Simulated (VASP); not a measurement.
# KI (F-43m) in VASP: single point with HSE06

Aim: the single point of KI with HSE06.

All numbers are computed with VASP 6.6.1; they aren't measurements. Logs are shortened: lines on timing, memory, paths and dates and some standing lists are left out, and cuts for length are marked.

## Step 1: The cell of the first run

Symmetry: F-43m, No. 216, cubic system. The conventional cell has a = 7.932 Å, b = 7.932 Å, c = 7.932 Å, α = 90.00°, β = 90.00°, γ = 90.00°. Within 4.5 Å of K (site symmetry -43m) lie 4 I at 3.43 Å. Within 4.5 Å of I (site symmetry -43m) lie 4 K at 3.43 Å.

## Step 2: Single point, HSE06

POSCAR reads:

```
KI
1.0
    0.0000000000      3.9658942500      3.9658942500
    3.9658942500      0.0000000000      3.9658942500
    3.9658942500      3.9658942500      0.0000000000
K I
1 1
Direct
    0.0000000000      0.0000000000      0.0000000000
    0.2500000000      0.2500000000      0.2500000000
```

INCAR.step1 reads:

```
SYSTEM = KI
  ALGO = Normal
  EDIFF = 1E-5
  ENCUT = 520
  GGA = PE
  ISIF = 2
  ISMEAR = 0
  LASPH = .True.
  LCHARG = .False.
  LREAL = .False.
  LWAVE = .True.
  NBANDS = 15
  NELM = 100
  PREC = Accurate
  SIGMA = 0.01
```

INCAR.step2 reads:

```
SYSTEM = KI
  ALGO = Normal
  EDIFF = 1E-7
  ENCUT = 520
  GGA = PE
  HFSCREEN = 0.2079
  ISIF = 2
  ISMEAR = 0
  ISTART = 1
  LASPH = .True.
  LCHARG = .False.
  LHFCALC = .True.
  LREAL = .False.
  LWAVE = .False.
  NBANDS = 15
  NELM = 100
  PREC = Accurate
  PRECFOCK = Normal
  SIGMA = 0.01
```

KPOINTS reads:

```
k-points
0
Gamma
  4 4 4
  0 0 0
```

Potentials or basis: VASP PAW PBE potentials, release 64 (K_sv, I).

Launch:

```console
$ cat potpaw_PBE.64/K_sv/POTCAR potpaw_PBE.64/I/POTCAR > POTCAR
$ cp INCAR.step1 INCAR
$ mpirun -np 1 vasp_std > vasp.out
$ cp INCAR.step2 INCAR
$ mpirun -np 1 vasp_std > vasp.out
```

OUTCAR:

```text
SYSTEM = KI
   EDIFF = 1E-7
   ENCUT = 520
   GGA = PE
   HFSCREEN = 0.2079
   ISIF = 2
   ISMEAR = 0
   ISTART = 1
   LASPH = .True.
   LHFCALC = .True.
   LREAL = .False.
   NELM = 100
   PREC = Accurate
   PRECFOCK = Normal

 ion  position               nearest neighbor table
   1  0.000  0.000  0.000-   2 3.43   2 3.43   2 3.43   2 3.43
   2  0.250  0.250  0.250-   1 3.43   1 3.43   1 3.43   1 3.43

  LATTYP: Found a face centered cubic cell.
 ALAT       =     7.9317885000

  Lattice vectors:

 A1 = (   0.0000000000,   3.9658942500,   3.9658942500)
 A2 = (   3.9658942500,   0.0000000000,   3.9658942500)
 A3 = (   3.9658942500,   3.9658942500,   0.0000000000)

Analysis of symmetry for initial positions (statically):
=====================================================================
 Subroutine PRICEL returns:
 Original cell was already a primitive cell.

 Routine SETGRP: Setting up the symmetry group for a
 face centered cubic supercell.

 Subroutine GETGRP returns: Found 24 space group operations
 (whereof 24 operations were pure point group operations)
 out of a pool of 48 trial point group operations.

The static configuration has the point symmetry T_d .

Analysis of symmetry for dynamics (positions and initial velocities):
=====================================================================
 Subroutine PRICEL returns:
 Original cell was already a primitive cell.

 Routine SETGRP: Setting up the symmetry group for a
 face centered cubic supercell.

 Subroutine GETGRP returns: Found 24 space group operations
 (whereof 24 operations were pure point group operations)
 out of a pool of 48 trial point group operations.

The dynamic configuration has the point symmetry T_d .

 Subroutine INISYM returns: Found 24 space group operations
 (whereof 24 operations are pure point group operations),
 and found     1 'primitive' translations

----------------------------------------------------------------------------------------

                                     Primitive cell

  volume of cell :     124.7537

  direct lattice vectors                    reciprocal lattice vectors
     0.000000000  3.965894250  3.965894250    -0.126074970  0.126074970  0.126074970
     3.965894250  0.000000000  3.965894250     0.126074970 -0.126074970  0.126074970
     3.965894250  3.965894250  0.000000000     0.126074970  0.126074970 -0.126074970

  length of vectors
     5.608621435  5.608621435  5.608621435     0.218368254  0.218368254  0.218368254

  position of ions in fractional coordinates (direct lattice)
     0.000000000  0.000000000  0.000000000
     0.250000000  0.250000000  0.250000000

  ion indices of the primitive-cell ions
   primitive index   ion index
                 1           1
                 2           2

----------------------------------------------------------------------------------------

 KPOINTS: k-points

Automatic generation of k-mesh.
 Grid dimensions read from file:
 generate k-points for:    4    4    4

 Generating k-lattice:

  Cartesian coordinates                     Fractional coordinates (reciprocal lattice)
    -0.031518743  0.031518743  0.031518743     0.250000000  0.000000000  0.000000000
     0.031518743 -0.031518743  0.031518743     0.000000000  0.250000000  0.000000000
     0.031518743  0.031518743 -0.031518743     0.000000000  0.000000000  0.250000000

  Length of vectors
     0.054592064  0.054592064  0.054592064

  Shift w.r.t. Gamma in fractional coordinates (k-lattice)
     0.000000000  0.000000000  0.000000000

 Subroutine IBZKPT returns following result:
 ===========================================

 Found      8 irreducible k-points:

 Following reciprocal coordinates:
            Coordinates               Weight
  0.000000  0.000000  0.000000      1.000000
  0.250000  0.000000  0.000000      8.000000
  0.500000  0.000000  0.000000      4.000000
  0.250000  0.250000  0.000000      6.000000
  0.500000  0.250000  0.000000     24.000000
 -0.250000  0.250000  0.000000     12.000000
  0.500000  0.500000  0.000000      3.000000
 -0.250000  0.500000  0.250000      6.000000
   k-points           NKPTS =      8   k-points in BZ     NKDIM =     64   number of bands    NBANDS=     15
   number of dos      NEDOS =    301   number of ions     NIONS =      2
   total plane-waves  NPLWV =  74088
   dimension x,y,z NGX =    42 NGY =   42 NGZ =   42
   dimension x,y,z NGXF=    84 NGYF=   84 NGZF=   84
   ions per type =               1   1
   NGX,Y,Z   is equivalent  to a cutoff of  12.45, 12.45, 12.45 a.u.
   NGXF,Y,Z  is equivalent  to a cutoff of  24.90, 24.90, 24.90 a.u.
 SYSTEM =  KI
   PREC   = accura    normal or accurate (medium, high low for compatibility)
   ISTART =      1    job   : 0-new  1-cont  2-samecut
   ICHARG =      0    charge: 1-file 2-atom 10-const
   ISPIN  =      1    spin polarized calculation?
   LNONCOLLINEAR =      F non collinear calculations
   LSORBIT =      F    spin-orbit coupling
   LASPH  =      T    aspherical Exc in radial PAW
   ENCUT  =  520.0 eV  38.22 Ry    6.18 a.u.  10.43 10.43 10.43*2*pi/ulx,y,z
   NELM   =    100;   NELMIN=  2; NELMDL=  0     # of ELM steps
   EDIFF  = 0.1E-06   stopping-criterion for ELM
   LREAL  =      F    real-space projection
   EDIFFG = 0.1E-05   stopping-criterion for IOM
   NSW    =      0    number of steps for IOM
   IBRION =     -1    ionic relax: 0-MD 1-quasi-New 2-CG
   NFREE  =      0    steps in history (QN), initial steepest desc. (CG)
   ISIF   =      2    stress and relaxation
   ISYM   =      3    0-nonsym 1-usesym 2-fastsym
   POTIM  = 0.5000    time-step for ionic-motion
   TEBEG  =    0.0;   TEEND  =   0.0 temperature during run
   PSTRESS=    0.0 pullay stress
   NELECT =      16.0000    total number of electrons
   NUPDOWN=      -1.0000    fix difference up-down
   EMIN   =  10.00;   EMAX   =-10.00  energy-range for DOS
   EFERMI =   0.00;   METHOD = LEGACY
   ISMEAR =     0;   SIGMA  =   0.01  broadening in eV -4-tet -1-fermi 0-gaus
   EFERMI_NEDOS =   21; number of points for ismear=-14 and -15
   IALGO  =     38    algorithm
   IMIX   =      1    mixing-type and parameters
     AMIX     =   0.40;   BMIX     =  1.00
     AMIX_MAG =   1.60;   BMIX_MAG =  1.00
  volume/ion in A,a.u.               =      62.38       420.94
  Fermi-wavevector in a.u.,A,eV,Ry     =   0.825589  1.560136  9.273684  0.681597
  Thomas-Fermi vector in A             =   1.937473
   LORBIT       =      0    0 simple, 1 ext, 2 COOP (PROOUT), +10 PAW based schemes
   GGA     = PE    functional components
   LHFCALC =     T    Hartree Fock is set to
   PRECFOCK=normal    Normal, Fast or Accurate (Low or Medium for compatibility)
   ENCUT4O =  -1.0   cutoff for four orbital integrals eV
   NKREDX  =     1    reduce k-point grid by
   NKREDY  =     1    reduce k-point grid by
   NKREDZ  =     1    reduce k-point grid by
   AEXX    =    0.2500 exact exchange contribution
   HFSCREEN=    0.2079 screening length (either q_TF or 0.3 A-1)
   HFSCREENC=   0.2079 screening length for correlation (either q_TF or 0.3 A-1)
   ENCUTFOCK=  -1.0 apply spherical cutoff to Coloumb kernel
   IVDW    =     0    specifies the selected vdW correction
   LEPSILON=     F    determine dielectric tensor
   LRPA    =     F    only Hartree local field effects (RPA)
 non-spin polarized calculation
 Gauss-broadening in eV      SIGMA  =   0.01
  energy-cutoff  :      520.00
  volume of cell :      124.75
 maximum number of plane-waves:      3383
 NGX is ok and might be reduce to    42
  NGX = 32; NGY = 32; NGZ = 32

 number of electron      16.0000003 magnetization

 Free energy of the ion-electron system (eV)
  ---------------------------------------------------
  ext. energy  EPLUGINS =         0.00000000
  ---------------------------------------------------
  free energy    TOTEN  =        -6.21381143 eV

  energy without entropy =       -6.21381143  energy(sigma->0) =       -6.21381143

 E-fermi :  -2.8028     XC(G=0):  -4.8670

 val. band max:       -2.9150703730   @ k =   0.0000   0.0000   0.0000
 cond. band min:       1.9623759144   @ k =   0.0000   0.0000   0.0000
 fundamental gap:      4.8774462874
 Fermi energy:        -2.8028130768

 k-point     1 :       0.0000    0.0000    0.0000
  band No.  band energies     occupation
      1     -33.6923      2.00000
      2     -15.8317      2.00000
      3     -15.8317      2.00000
      4     -15.8317      2.00000
      5     -13.7824      2.00000
      6      -2.9151      2.00000
      7      -2.9151      2.00000
      8      -2.9151      2.00000
      9       1.9624      0.00000
     10       5.8644      0.00000
     11       5.8644      0.00000
     12       6.3341      0.00000
     13       6.3341      0.00000
     14       6.3341      0.00000
     15       7.5309      0.00000

 k-point     2 :       0.2500    0.0000    0.0000
  band No.  band energies     occupation
      1     -33.6920      2.00000
      2     -15.8648      2.00000
      3     -15.8334      2.00000
      4     -15.8334      2.00000
      5     -13.7257      2.00000
      6      -3.1779      2.00000
      7      -2.9203      2.00000
      8      -2.9203      2.00000
      9       2.7822      0.00000
     10       5.4439      0.00000
     11       5.4439      0.00000
     12       5.5284      0.00000
     13       6.7436      0.00000
     14       6.8087      0.00000
     15       6.8087      0.00000
[... 77 lines left out ...]
      3     -15.8399      2.00000
      4     -15.8399      2.00000
      5     -13.6346      2.00000
      6      -3.4123      2.00000
      7      -2.9819      2.00000
      8      -2.9819      2.00000
      9       3.3137      0.00000
     10       4.3730      0.00000
     11       6.1279      0.00000
     12       6.7282      0.00000
     13       6.7282      0.00000
     14       7.1833      0.00000
     15       7.3466      0.00000

 k-point     8 :      -0.2500    0.5000    0.2500
  band No.  band energies     occupation
      1     -33.6916      2.00000
      2     -15.9072      2.00000
      3     -15.8424      2.00000
      4     -15.8400      2.00000
      5     -13.6347      2.00000
      6      -3.2388      2.00000
      7      -3.1722      2.00000
      8      -2.9919      2.00000
      9       3.6589      0.00000
     10       4.5990      0.00000
     11       5.6614      0.00000
     12       5.7343      0.00000
     13       6.7875      0.00000
     14       7.2582      0.00000
     15       7.6822      0.00000

------------------------ aborting loop because EDIFF is reached ----------------------------------------

  FORCE on cell =-STRESS in cart. coord.  units (eV):
  Direction    XX          YY          ZZ          XY          YZ          ZX
  --------------------------------------------------------------------------------------
  -------------------------------------------------------------------------------------
  Total        0.0729469      0.0729469      0.0729469      0.0000000      0.0000000      0.0000000
  in kB        0.9368374      0.9368374      0.9368374      0.0000000      0.0000000      0.0000000
  external PRESSURE =       0.9368374 kB  Pullay stress =       0.0000000 kB

 VOLUME and BASIS-vectors are now :
 -----------------------------------------------------------------------------
  energy-cutoff  :      520.00
  volume of cell :      124.75
      direct lattice vectors                 reciprocal lattice vectors
     0.000000000  3.965894250  3.965894250    -0.126074970  0.126074970  0.126074970
     3.965894250  0.000000000  3.965894250     0.126074970 -0.126074970  0.126074970
     3.965894250  3.965894250  0.000000000     0.126074970  0.126074970 -0.126074970

 POSITION                                       TOTAL-FORCE (eV/Angst)
 -----------------------------------------------------------------------------------
      0.00000      0.00000      0.00000         0.000000      0.000000      0.000000
      1.98295      1.98295      1.98295        -0.000000     -0.000000     -0.000000
 -----------------------------------------------------------------------------------
    total drift:                                0.000004     -0.000003     -0.000001

  FREE ENERGIE OF THE ION-ELECTRON SYSTEM (eV)
  ---------------------------------------------------
  free  energy   TOTEN  =        -6.2138114285 eV

  energy  without entropy=       -6.2138114285  energy(sigma->0) =       -6.21381143
```

Wall time 17 min (1 thread of Intel Xeon 8259CL, shared host); peak memory 0.39 GiB.

What came out:

| Property | Result |
| --- | --- |
| Free energy | -6.2138 eV |
| Pressure | 0.1 GPa |
| Band gap on the k mesh | 4.88 eV |

Levels at points of the mesh, in eV from the valence-band top:
| k point | band 4 | band 5 | band 6 | band 7 | band 8 | band 9 | band 10 | band 11 | band 12 | band 13 |
| --- | --- | --- | --- | --- | --- | --- | --- | --- | --- | --- |
| (0.00, 0.00, 0.00) | -12.92 | -10.87 | 0.00 | 0.00 | 0.00 | 4.88 | 8.78 | 8.78 | 9.25 | 9.25 |
| (0.50, 0.00, 0.00) | -12.92 | -10.76 | -0.48 | -0.01 | -0.01 | 6.66 | 7.50 | 8.22 | 8.22 | 9.80 |
| (0.50, 0.50, 0.00) | -12.92 | -10.72 | -0.50 | -0.07 | -0.07 | 6.23 | 7.29 | 9.04 | 9.64 | 9.64 |

Caveat: the PAW data sets were made with another functional, which shifts forces and pressure a little; spin-orbit coupling is left out, which moves the levels of the heavy elements.
